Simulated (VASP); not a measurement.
# C (a cell with a defect) in VASP: electric field gradients with PBE

Aim: the electric field gradients of C (a cell with a defect) with PBE.

Program: VASP 6.6.1. These are calculated values, not measurements. Logs are shortened: lines on timing, memory, paths and dates and some standing lists are left out, and cuts for length are marked.

### 1 The cell of the first run

The cell holds a defect, 53 atoms: a = 7.566 Å, b = 7.566 Å, c = 7.566 Å, α = 60.00°, β = 60.00°, γ = 60.00°.

### 2 Electric field gradients, PBE, collinear spin (atoms taken out)

INCAR

```
SYSTEM = C
PREC     = Accurate       ! precision mode
ENCUT    = 520            ! plane-wave cutoff, eV
EDIFF    = 1E-8           ! SCF threshold, eV
ISMEAR   = -1             ! smearing method
SIGMA    = 0.01           ! smearing width, eV
LREAL    = Auto         
LASPH    = .TRUE.         ! aspherical terms in the spheres
NELM     = 150            ! most SCF steps
ALGO     = Normal         ! electronic algorithm
ISIF     = 2              ! what is computed and relaxed
LWAVE    = .FALSE.        ! write WAVECAR
LCHARG   = .FALSE.        ! write CHGCAR
ISPIN    = 2              ! spin polarisation
MAGMOM   = 0 0 0 0 0 0 0 0 0 0 0 0 0 0 0 0 0 0 0 0 0 0 0 0 0 0 0.5 0 0.5 0 0 0 0.5 0 0 0 0 0 0 0 0 0 0 0 0.5 0 0 0 0 0 0 0 0 ! initial moments
LORBIT   = 11             ! projections on sites
GGA      = PE             ! functional
LEFG     = .TRUE.       
NELECT   = 211.0        
NBANDS   = 142            ! bands
KPAR     = 4
```

KPOINTS

```
regular mesh
0
G
  3 3 3
  0 0 0
```

POSCAR

```
C
1.0
    0.0000000000      5.3501100000      5.3501100000
    5.3501100000      0.0000000000      5.3501100000
    5.3501100000      5.3501100000      0.0000000000
C
53
Direct
    0.0000000000      0.0000000000      0.3333333333
    0.0000000000      0.0000000000      0.6666666667
    0.0000000000      0.3333333333      0.0000000000
    0.0000000000      0.3333333333      0.3333333333
    0.0000000000      0.3333333333      0.6666666667
    0.0000000000      0.6666666667      0.0000000000
    0.0000000000      0.6666666667      0.3333333333
    0.0000000000      0.6666666667      0.6666666667
    0.3333333333      0.0000000000      0.0000000000
    0.3333333333      0.0000000000      0.3333333333
    0.3333333333      0.0000000000      0.6666666667
    0.3333333333      0.3333333333      0.0000000000
    0.3333333333      0.3333333333      0.3333333333
    0.3333333333      0.3333333333      0.6666666667
    0.3333333333      0.6666666667      0.0000000000
    0.3333333333      0.6666666667      0.3333333333
    0.3333333333      0.6666666667      0.6666666667
    0.6666666667      0.0000000000      0.0000000000
    0.6666666667      0.0000000000      0.3333333333
    0.6666666667      0.0000000000      0.6666666667
    0.6666666667      0.3333333333      0.0000000000
    0.6666666667      0.3333333333      0.3333333333
    0.6666666667      0.3333333333      0.6666666667
    0.6666666667      0.6666666667      0.0000000000
    0.6666666667      0.6666666667      0.3333333333
    0.6666666667      0.6666666667      0.6666666667
    0.0833333333      0.0833333333      0.0833333333
    0.0833333333      0.0833333333      0.4166666667
    0.0833333333      0.0833333333      0.7500000000
    0.0833333333      0.4166666667      0.0833333333
    0.0833333333      0.4166666667      0.4166666667
    0.0833333333      0.4166666667      0.7500000000
    0.0833333333      0.7500000000      0.0833333333
    0.0833333333      0.7500000000      0.4166666667
    0.0833333333      0.7500000000      0.7500000000
    0.4166666667      0.0833333333      0.0833333333
    0.4166666667      0.0833333333      0.4166666667
    0.4166666667      0.0833333333      0.7500000000
    0.4166666667      0.4166666667      0.0833333333
    0.4166666667      0.4166666667      0.4166666667
    0.4166666667      0.4166666667      0.7500000000
    0.4166666667      0.7500000000      0.0833333333
    0.4166666667      0.7500000000      0.4166666667
    0.4166666667      0.7500000000      0.7500000000
    0.7500000000      0.0833333333      0.0833333333
    0.7500000000      0.0833333333      0.4166666667
    0.7500000000      0.0833333333      0.7500000000
    0.7500000000      0.4166666667      0.0833333333
    0.7500000000      0.4166666667      0.4166666667
    0.7500000000      0.4166666667      0.7500000000
    0.7500000000      0.7500000000      0.0833333333
    0.7500000000      0.7500000000      0.4166666667
    0.7500000000      0.7500000000      0.7500000000
```

Potentials or basis: VASP PAW PBE potentials, release 64 (C).

Launch:

```sh
> cat potpaw_PBE.64/C/POTCAR > POTCAR
> mpirun -np 4 vasp_std > vasp.out
```

OUTCAR:

```text
SYSTEM = C
   PREC = Accurate
   ENCUT = 520
   EDIFF = 1E-8
   ISMEAR = -1
   LREAL = Auto
   LASPH = .TRUE.
   NELM = 150
   ISIF = 2
   ISPIN = 2
   LORBIT = 11
   GGA = PE
   NELECT = 211.0

 ion  position               nearest neighbor table
   1  0.000  0.000  0.333-  27 1.54  28 1.54  34 1.54  46 1.54
   2  0.000  0.000  0.667-  29 1.54  28 1.54  35 1.54  47 1.54
   3  0.000  0.333  0.000-  27 1.54  30 1.54  32 1.54  48 1.54
   4  0.000  0.333  0.333-  28 1.54  30 1.54  49 1.54  31 1.54
   5  0.000  0.333  0.667-  29 1.54  31 1.54  32 1.54  50 1.54
   6  0.000  0.667  0.000-  33 1.54  30 1.54  35 1.54  51 1.54
[... 33 lines left out ...]
  40  0.417  0.417  0.417-  14 1.54  16 1.54  22 1.54  13 1.54
  41  0.417  0.417  0.750-  12 1.54  17 1.54  23 1.54  14 1.54
  42  0.417  0.750  0.083-   9 1.54  15 1.54  16 1.54  24 1.54
  43  0.417  0.750  0.417-  10 1.54  17 1.54  25 1.54  16 1.54
  44  0.417  0.750  0.750-  11 1.54  15 1.54  17 1.54  26 1.54
  45  0.750  0.083  0.083-  18 1.54  19 1.54  21 1.54
  46  0.750  0.083  0.417-   1 1.54  19 1.54  20 1.54  22 1.54
  47  0.750  0.083  0.750-  20 1.54  18 1.54   2 1.54  23 1.54
  48  0.750  0.417  0.083-   3 1.54  21 1.54  22 1.54  24 1.54
  49  0.750  0.417  0.417-   4 1.54  23 1.54  25 1.54  22 1.54
  50  0.750  0.417  0.750-   5 1.54  21 1.54  23 1.54  26 1.54
  51  0.750  0.750  0.083-  24 1.54  18 1.54   6 1.54  25 1.54
  52  0.750  0.750  0.417-   7 1.54  19 1.54  25 1.54  26 1.54
  53  0.750  0.750  0.750-  26 1.54  20 1.54  24 1.54   8 1.54

  LATTYP: Found a face centered cubic cell.
 ALAT       =    10.7002200000

  Lattice vectors:

 A1 = (   0.0000000000,   5.3501100000,   5.3501100000)
 A2 = (   5.3501100000,   0.0000000000,   5.3501100000)
 A3 = (   5.3501100000,   5.3501100000,   0.0000000000)

Analysis of symmetry for initial positions (statically):
=====================================================================
 Subroutine PRICEL returns:
 Original cell was already a primitive cell.

 Routine SETGRP: Setting up the symmetry group for a
 face centered cubic supercell.

 Subroutine GETGRP returns: Found 24 space group operations
 (whereof 24 operations were pure point group operations)
 out of a pool of 48 trial point group operations.

The static configuration has the point symmetry T_d .

Analysis of symmetry for dynamics (positions and initial velocities):
=====================================================================
 Subroutine PRICEL returns:
 Original cell was already a primitive cell.

 Routine SETGRP: Setting up the symmetry group for a
 face centered cubic supercell.

 Subroutine GETGRP returns: Found 24 space group operations
 (whereof 24 operations were pure point group operations)
 out of a pool of 48 trial point group operations.

The dynamic configuration has the point symmetry T_d .

Analysis of structural, dynamic, and magnetic symmetry:
=====================================================================
 Subroutine PRICEL returns:
 Original cell was already a primitive cell.

 Routine SETGRP: Setting up the symmetry group for a
 face centered cubic supercell.

 Subroutine GETGRP returns: Found 24 space group operations
 (whereof 24 operations were pure point group operations)
 out of a pool of 48 trial point group operations.

The overall configuration has the point symmetry T_d .

 Subroutine INISYM returns: Found 24 space group operations
 (whereof 24 operations are pure point group operations),
 and found     1 'primitive' translations

----------------------------------------------------------------------------------------

                                     Primitive cell

[... 227 lines left out ...]
 k-point     1 :       0.0000    0.0000    0.0000
  band No.  band energies     occupation
      1     -11.8902      1.00000
      2      -9.0452      1.00000
      3      -9.0452      1.00000
      4      -9.0452      1.00000
      5      -8.9886      1.00000
      6      -8.8647      1.00000
[... 469 lines left out ...]
    116      15.8627      0.00000
    117      15.9560      0.00000
 Fermi energy:         9.7714326878

 spin component 2

 k-point     1 :       0.0000    0.0000    0.0000
  band No.  band energies     occupation
      1     -11.8732      1.00000
      2      -9.0286      1.00000
      3      -9.0286      1.00000
      4      -9.0286      1.00000
      5      -8.9840      1.00000
      6      -8.8470      1.00000
[... 469 lines left out ...]
    116      15.8937      0.00000
    117      15.9874      0.00000
 [bands above 117 left out]

------------------------ aborting loop because EDIFF is reached ----------------------------------------

  FORCE on cell =-STRESS in cart. coord.  units (eV):
  Direction    XX          YY          ZZ          XY          YZ          ZX
  --------------------------------------------------------------------------------------
  -------------------------------------------------------------------------------------
  Total      -13.2056350    -13.2056350    -13.2056350      0.0000000      0.0000000      0.0000000
  in kB      -69.0799065    -69.0799065    -69.0799065      0.0000000      0.0000000      0.0000000
  external PRESSURE =     -69.0799065 kB  Pullay stress =       0.0000000 kB

 VOLUME and BASIS-vectors are now :
 -----------------------------------------------------------------------------
  energy-cutoff  :      520.00
  volume of cell :      306.28
      direct lattice vectors                 reciprocal lattice vectors
     0.000000000  5.350110000  5.350110000    -0.093456022  0.093456022  0.093456022
     5.350110000  0.000000000  5.350110000     0.093456022 -0.093456022  0.093456022
     5.350110000  5.350110000  0.000000000     0.093456022  0.093456022 -0.093456022

 POSITION                                       TOTAL-FORCE (eV/Angst)
 -----------------------------------------------------------------------------------
      1.78337      1.78337      0.00000        -0.988545     -0.988545     -0.868733
      3.56674      3.56674      0.00000         0.988545      0.988545     -0.868733
      1.78337      0.00000      1.78337        -0.988545     -0.868733     -0.988545
      3.56674      1.78337      1.78337         0.061592     -0.061592     -0.061592
      5.35011      3.56674      1.78337         0.868733      0.988545     -0.988545
      3.56674      0.00000      3.56674         0.988545     -0.868733      0.988545
[... 45 lines left out ...]
      6.24180      6.24180      8.02516        -0.018319     -0.018319     -0.259101
      8.02516      8.02516      8.02516         0.000000      0.000000      0.000000
 -----------------------------------------------------------------------------------
    total drift:                                0.000000      0.000000      0.000000

  FREE ENERGIE OF THE ION-ELECTRON SYSTEM (eV)
  ---------------------------------------------------
  free  energy   TOTEN  =      -485.0900684387 eV

  energy  without entropy=     -485.0887926523  energy(sigma->0) =     -485.08943055

 Electric field gradients (V/A^2)
---------------------------------------------------------------------
 ion       V_xx      V_yy      V_zz      V_xy      V_xz      V_yz
---------------------------------------------------------------------
   1       1.126     1.126    -2.252     6.739     0.475     0.475
   2       1.126     1.126    -2.252     6.739    -0.475    -0.475
   3       1.126    -2.252     1.126     0.475     6.739     0.475
   4      -0.000     0.000     0.000     0.863     0.863    -0.862
   5      -2.253     1.127     1.127     0.475    -0.475    -6.738
   6       1.126    -2.252     1.126    -0.475     6.739    -0.475
[... 45 lines left out ...]
  52       0.551     0.551    -1.102    -2.164    -0.061    -0.061
  53       0.000     0.000    -0.000     0.001     0.001     0.001
---------------------------------------------------------------------

 Electric field gradients after diagonalization (V/A^2)
 (convention: |V_zz| > |V_xx| > |V_yy|)
----------------------------------------------------------------------
 ion       V_xx      V_yy      V_zz     asymmetry (V_yy - V_xx)/ V_zz
----------------------------------------------------------------------
   1      -5.613    -2.297     7.910       0.419
   2      -5.613    -2.297     7.910       0.419
   3      -5.613    -2.297     7.910       0.419
   4       0.863     0.862    -1.725       0.000
   5      -5.612    -2.297     7.909       0.419
   6      -5.613    -2.297     7.910       0.419
[... 45 lines left out ...]
  52      -1.627    -1.088     2.715       0.198
  53      -0.001    -0.001     0.001       0.000
----------------------------------------------------------------------

           NMR quadrupolar parameters

 Cq : quadrupolar parameter    Cq=e*Q*V_zz/h
 eta: asymmetry parameters     (V_yy - V_xx)/ V_zz
 Q  : nuclear electric quadrupole moment in mb (millibarn)
----------------------------------------------------------------------
 ion       Cq(MHz)       eta       Q (mb)
----------------------------------------------------------------------
   1       0.019       0.419       1.000
   2       0.019       0.419       1.000
   3       0.019       0.419       1.000
   4      -0.004       0.000       1.000
   5       0.019       0.419       1.000
   6       0.019       0.419       1.000
[... 45 lines left out ...]
  52       0.007       0.198       1.000
  53       0.000       0.000       1.000
----------------------------------------------------------------------

 total charge

# of ion       s       p       d       tot
------------------------------------------
    1        0.830   1.727   0.000   2.556
    2        0.830   1.727   0.000   2.556
    3        0.830   1.727   0.000   2.556
    4        0.829   1.741   0.000   2.570
    5        0.830   1.727   0.000   2.556
    6        0.830   1.727   0.000   2.556
[... 45 lines left out ...]
   52        0.829   1.738   0.000   2.567
   53        0.828   1.741   0.000   2.569
--------------------------------------------------
tot         44.065  91.220   0.000 135.285

 magnetization (x)

# of ion       s       p       d       tot
------------------------------------------
    1        0.000  -0.002   0.000  -0.002
    2        0.000  -0.002   0.000  -0.002
    3        0.000  -0.002   0.000  -0.002
    4       -0.000  -0.001   0.000  -0.002
    5        0.000  -0.002   0.000  -0.002
    6        0.000  -0.002   0.000  -0.002
[... 45 lines left out ...]
   52        0.000   0.002   0.000   0.002
   53        0.000   0.001   0.000   0.001
--------------------------------------------------
tot          0.139   0.435   0.000   0.574
```

Run time: 5.2 min. Hardware: 4 MPI ranks of Intel Xeon Platinum 8259CL at 2.50GHz (Skylake/Cascade Lake), shared host; peak memory 0.71 GiB.

What came out:

* Free energy: -485.0901 eV
* Largest force: 3.185 eV/Å
* Net moment: 0.93 μB per cell
* Site moments: C -0.00, +0.13, +0.01, +0.00 (each value once) μB
* Largest electric field gradient by atom: C +7.9, -1.7, -0.7, -0.0, +36.8, +7.0, +2.7, +1.8 (each value once) V/Å²
* Valence electrons inside the program's atomic spheres: C 2.56, 2.57, 2.42, 2.55 (each value once)

Forces on the atoms (eV/Å):
```
C   -0.989 -0.989 -0.869
C    0.989  0.989 -0.869
C   -0.989 -0.869 -0.989
C    0.062 -0.062 -0.062
C    0.869  0.989 -0.989
C    0.989 -0.869  0.989
C    0.869 -0.989  0.989
C    0.005 -0.005 -0.005
C   -0.869 -0.989 -0.989
C   -0.062  0.062 -0.062
C    0.989  0.869 -0.989
C   -0.062 -0.062  0.062
C    0.062  0.062  0.062
C    0.000  0.000 -0.083
C    0.989 -0.989  0.869
C    0.000 -0.083  0.000
C    0.083  0.000  0.000
C   -0.869  0.989  0.989
C   -0.989  0.869  0.989
C   -0.005  0.005 -0.005
C   -0.989  0.989  0.869
C   -0.083  0.000  0.000
C    0.000  0.083  0.000
C   -0.005 -0.005  0.005
C    0.000  0.000  0.083
C    0.005  0.005  0.005
C    1.839  1.839  1.839
C    0.000  0.000  0.993
C   -1.839 -1.839  1.839
C    0.000  0.993  0.000
C   -0.993  0.000  0.000
C   -0.018  0.018  0.259
C   -1.839  1.839 -1.839
C   -0.018  0.259  0.018
C   -0.259  0.018  0.018
C    0.993  0.000  0.000
C    0.000 -0.993  0.000
C    0.018 -0.018  0.259
C    0.000  0.000 -0.993
C    0.066  0.066  0.066
C   -0.066 -0.066  0.066
C    0.018  0.259 -0.018
C   -0.066  0.066 -0.066
C   -0.259 -0.018 -0.018
C    1.839 -1.839 -1.839
C    0.259 -0.018  0.018
C    0.018 -0.259  0.018
C    0.259  0.018 -0.018
C    0.066 -0.066 -0.066
C   -0.018 -0.259 -0.018
C    0.018  0.018 -0.259
C   -0.018 -0.018 -0.259
C    0.000  0.000  0.000
```

Electric field gradients, principal values (V/Å²):
```csv
atom,least,middle,greatest (by size)
1 C,-2.297,-5.613,7.910
2 C,-2.297,-5.613,7.910
3 C,-2.297,-5.613,7.910
4 C,0.862,0.863,-1.725
5 C,-2.297,-5.612,7.909
6 C,-2.297,-5.613,7.910
7 C,-2.297,-5.612,7.909
8 C,0.334,0.335,-0.669
9 C,-2.297,-5.613,7.910
10 C,0.862,0.863,-1.725
11 C,-2.297,-5.612,7.909
12 C,0.862,0.863,-1.725
13 C,0.862,0.862,-1.724
14 C,0.009,0.036,-0.045
15 C,-2.297,-5.612,7.909
16 C,0.009,0.036,-0.045
17 C,0.010,0.036,-0.045
18 C,-2.297,-5.613,7.910
19 C,-2.297,-5.612,7.909
20 C,0.334,0.335,-0.669
21 C,-2.297,-5.612,7.909
22 C,0.009,0.036,-0.045
23 C,0.010,0.036,-0.045
24 C,0.334,0.335,-0.669
25 C,0.010,0.036,-0.045
26 C,0.334,0.334,-0.668
27 C,-18.382,-18.382,36.765
28 C,-2.033,-4.951,6.984
29 C,-18.382,-18.382,36.764
30 C,-2.033,-4.951,6.984
31 C,-2.033,-4.951,6.984
32 C,-1.089,-1.627,2.716
33 C,-18.382,-18.382,36.764
34 C,-1.089,-1.627,2.716
35 C,-1.088,-1.627,2.715
36 C,-2.033,-4.951,6.984
37 C,-2.033,-4.951,6.984
38 C,-1.089,-1.627,2.716
39 C,-2.033,-4.951,6.984
40 C,-0.877,-0.877,1.754
41 C,-0.876,-0.877,1.753
42 C,-1.089,-1.627,2.716
43 C,-0.876,-0.877,1.753
44 C,-1.088,-1.627,2.715
45 C,-18.382,-18.382,36.764
46 C,-1.089,-1.627,2.716
47 C,-1.088,-1.627,2.715
48 C,-1.089,-1.627,2.716
49 C,-0.876,-0.877,1.753
50 C,-1.088,-1.627,2.715
51 C,-1.088,-1.627,2.715
52 C,-1.088,-1.627,2.715
53 C,-0.001,-0.001,0.001
```

Caveat: the cell carries a net charge on a neutralising background, which shifts energy and pressure; the cell differs from its parent crystal (atoms taken out); the cell is charged against a uniform background, so pressure and absolute levels hang on convention; without QUAD_EFG the Cq values of the log hold for a quadrupole moment of 1 mb, not for the nuclei.
